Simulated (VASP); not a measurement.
# Ru (Fm-3m) in VASP: single point with PBEsol

Aim: the single point of Ru with PBEsol.

Program: VASP 6.6.1. These are calculated values, not measurements. Logs are shortened: lines on timing, memory, paths and dates and some standing lists are left out, and cuts for length are marked.

**1. The cell of the first run**

The structure is cubic, space group Fm-3m (No. 225). The conventional cell has a = 3.822 Å, b = 3.822 Å, c = 3.822 Å, α = 90.00°, β = 90.00°, γ = 90.00°. Within 3.6 Å of Ru (site symmetry m-3m) lie 12 Ru at 2.70 Å.

**2. Single point, PBEsol (Mo replaced by Ru, lengths x 0.969, strained)**

File INCAR:

```
SYSTEM = Ru
  ALGO = Fast
  EDIFF = 1E-6
  ENCUT = 520
  GGA = PS
  ISIF = 2
  ISMEAR = 0
  LASPH = .TRUE.
  LCHARG = .FALSE.
  LREAL = .FALSE.
  LWAVE = .FALSE.
  NBANDS = 13
  NELM = 100
  PREC = Accurate
  SIGMA = 0.1
```

File KPOINTS:

```
k-points
0
G
  8 8 8
  0 0 0
```

File POSCAR:

```
Ru
1.0
    0.0000000000      1.9109839729      1.9109839729
    1.9109839729      0.0000000000      1.9109839729
    1.9109839729      1.9109839729      0.0000000000
Ru
1
Direct
    0.0000000000      0.0000000000      0.0000000000
```

Potentials or basis: VASP PAW PBE potentials, release 64 (Ru_pv).

On the command line:

```sh
$ cat potpaw_PBE.64/Ru_pv/POTCAR > POTCAR
$ mpirun -np 1 vasp_std > vasp.out
```

OUTCAR:

```text
SYSTEM = Ru
   EDIFF = 1E-6
   ENCUT = 520
   GGA = PS
   ISIF = 2
   ISMEAR = 0
   LASPH = .TRUE.
   LREAL = .FALSE.
   NELM = 100
   PREC = Accurate

 ion  position               nearest neighbor table
   1  0.000  0.000  0.000-

  LATTYP: Found a face centered cubic cell.
 ALAT       =     3.8219679458

  Lattice vectors:

 A1 = (   0.0000000000,   1.9109839729,   1.9109839729)
 A2 = (   1.9109839729,   0.0000000000,   1.9109839729)
 A3 = (   1.9109839729,   1.9109839729,   0.0000000000)

Analysis of symmetry for initial positions (statically):
[... 33 lines left out ...]
                                     Primitive cell

  volume of cell :      13.9573

  direct lattice vectors                    reciprocal lattice vectors
     0.000000000  1.910983973  1.910983973    -0.261645313  0.261645313  0.261645313
     1.910983973  0.000000000  1.910983973     0.261645313 -0.261645313  0.261645313
     1.910983973  1.910983973  0.000000000     0.261645313  0.261645313 -0.261645313

  length of vectors
     2.702539452  2.702539452  2.702539452     0.453182976  0.453182976  0.453182976

  position of ions in fractional coordinates (direct lattice)
     0.000000000  0.000000000  0.000000000

  ion indices of the primitive-cell ions
   primitive index   ion index
                 1           1

----------------------------------------------------------------------------------------

 KPOINTS: k-points

Automatic generation of k-mesh.
 Grid dimensions read from file:
 generate k-points for:    8    8    8

 Generating k-lattice:

  Cartesian coordinates                     Fractional coordinates (reciprocal lattice)
    -0.032705664  0.032705664  0.032705664     0.125000000  0.000000000  0.000000000
     0.032705664 -0.032705664  0.032705664     0.000000000  0.125000000  0.000000000
     0.032705664  0.032705664 -0.032705664     0.000000000  0.000000000  0.125000000

  Length of vectors
     0.056647872  0.056647872  0.056647872

  Shift w.r.t. Gamma in fractional coordinates (k-lattice)
     0.000000000  0.000000000  0.000000000

 Subroutine IBZKPT returns following result:
 ===========================================

 Found     29 irreducible k-points:

 Following reciprocal coordinates:
            Coordinates               Weight
  0.000000  0.000000  0.000000      1.000000
  0.125000  0.000000  0.000000      8.000000
  0.250000  0.000000  0.000000      8.000000
  0.375000  0.000000  0.000000      8.000000
[... 44 lines left out ...]
   NFREE  =      0    steps in history (QN), initial steepest desc. (CG)
   ISIF   =      2    stress and relaxation
   ISYM   =      2    0-nonsym 1-usesym 2-fastsym
   POTIM  = 0.5000    time-step for ionic-motion
   TEBEG  =    0.0;   TEEND  =   0.0 temperature during run
   PSTRESS=    0.0 pullay stress
   NELECT =      14.0000    total number of electrons
   NUPDOWN=      -1.0000    fix difference up-down
   EMIN   =  10.00;   EMAX   =-10.00  energy-range for DOS
   EFERMI =   0.00;   METHOD = LEGACY
   ISMEAR =     0;   SIGMA  =   0.10  broadening in eV -4-tet -1-fermi 0-gaus
   EFERMI_NEDOS =   21; number of points for ismear=-14 and -15
   IALGO  =     68    algorithm
   IMIX   =      4    mixing-type and parameters
     AMIX     =   0.40;   BMIX     =  1.00
     AMIX_MAG =   1.60;   BMIX_MAG =  1.00
  volume/ion in A,a.u.               =      13.96        94.19
  Fermi-wavevector in a.u.,A,eV,Ry     =   1.638767  3.096820 36.539212  2.685556
  Thomas-Fermi vector in A             =   2.729685
   LORBIT       =      0    0 simple, 1 ext, 2 COOP (PROOUT), +10 PAW based schemes
   GGA     = PS    functional components
   LHFCALC =     F    Hartree Fock is set to
   AEXX    =    0.0000 exact exchange contribution
   IVDW    =     0    specifies the selected vdW correction
   LEPSILON=     F    determine dielectric tensor
   LRPA    =     F    only Hartree local field effects (RPA)
 non-spin polarized calculation
 RMM-DIIS sequential band-by-band and
 Gauss-broadening in eV      SIGMA  =   0.10
  energy-cutoff  :      520.00
  volume of cell :       13.96
 maximum number of plane-waves:       388
   NGX =  9   NGY =  9   NGZ =  9

 number of electron      14.0000000 magnetization

 Free energy of the ion-electron system (eV)
  ---------------------------------------------------
  ext. energy  EPLUGINS =         0.00000000
  ---------------------------------------------------
  free energy    TOTEN  =       -10.06590842 eV

  energy without entropy =      -10.06191972  energy(sigma->0) =      -10.06391407

 E-fermi :  12.0163     XC(G=0): -14.1067

 val. band max:       12.0089825087   @ k =   0.0000   0.0000   0.0000
 cond. band min:      12.1693041418   @ k =   0.2500   0.0000   0.0000
 fundamental gap:      0.1603216330
 Fermi energy:        12.0163309912

 k-point     1 :       0.0000    0.0000    0.0000
  band No.  band energies     occupation
      1     -30.2355      2.00000
      2     -30.2355      2.00000
      3     -30.2355      2.00000
      4       4.2950      2.00000
      5       9.6423      2.00000
      6       9.6423      2.00000
      7       9.6423      2.00000
      8      12.0090      1.08277
      9      12.0090      1.08277
     10      22.5820      0.00000
     11      27.1532      0.00000
     12      32.7254      0.00000
     13      32.7254      0.00000
[... 354 lines left out ...]
  band No.  band energies     occupation
      1     -31.0825      2.00000
      2     -30.6268      2.00000
      3     -30.4505      2.00000
      4       7.4491      2.00000
      5       8.3481      2.00000
      6      10.0025      2.00000
      7      10.7998      2.00000
      8      13.5705      0.00000
      9      18.2972      0.00000
     10      21.4062      0.00000
     11      22.5893      0.00000
     12      28.2377      0.00000
     13      29.2621      0.00000

 [... further k-points ...]

------------------------ aborting loop because EDIFF is reached ----------------------------------------

  FORCE on cell =-STRESS in cart. coord.  units (eV):
  Direction    XX          YY          ZZ          XY          YZ          ZX
  --------------------------------------------------------------------------------------
  -------------------------------------------------------------------------------------
  Total       -1.2214485     -1.2214485     -1.2214485      0.0000000     -0.0000000     -0.0000000
  in kB     -140.2118161   -140.2118161   -140.2118161      0.0000000     -0.0000000     -0.0000000
  external PRESSURE =    -140.2118161 kB  Pullay stress =       0.0000000 kB

 VOLUME and BASIS-vectors are now :
 -----------------------------------------------------------------------------
  energy-cutoff  :      520.00
  volume of cell :       13.96
      direct lattice vectors                 reciprocal lattice vectors
     0.000000000  1.910983973  1.910983973    -0.261645313  0.261645313  0.261645313
     1.910983973  0.000000000  1.910983973     0.261645313 -0.261645313  0.261645313
     1.910983973  1.910983973  0.000000000     0.261645313  0.261645313 -0.261645313

 POSITION                                       TOTAL-FORCE (eV/Angst)
 -----------------------------------------------------------------------------------
      0.00000      0.00000      0.00000         0.000000     -0.000000      0.000000
 -----------------------------------------------------------------------------------
    total drift:                                0.000000     -0.000000      0.000000

  FREE ENERGIE OF THE ION-ELECTRON SYSTEM (eV)
  ---------------------------------------------------
  free  energy   TOTEN  =       -10.0659084236 eV

  energy  without entropy=      -10.0619197161  energy(sigma->0) =      -10.06391407
```

Wall time 4.4 s (1 thread of Intel Xeon Platinum 8488C (Sapphire Rapids), shared host); peak memory 0.12 GiB.

Results:

```
Free energy            : -10.0659 eV
Pressure               : -14.0 GPa
Band gap on the k mesh : zero (band 7 reaches 14.31 eV, above the bottom of band 8 at 11.30 eV)
```

Levels at points of the mesh, in eV from the Fermi level:
```csv
k point,band 4,band 5,band 6,band 7,band 8,band 9,band 10,band 11
"(0.00, 0.00, 0.00)",-7.72,-2.37,-2.37,-2.37,-0.01,-0.01,10.57,15.14
"(0.50, 0.00, 0.00)",-5.80,-2.49,-2.49,1.05,1.79,1.79,9.81,10.58
"(0.50, 0.50, 0.00)",-6.07,-5.59,1.75,2.29,2.29,3.62,10.56,13.31
```

Caveat: the cell differs from its parent crystal (Mo replaced by Ru, lengths x 0.969, strained); the PAW data sets were made with another functional, which shifts forces and pressure a little.
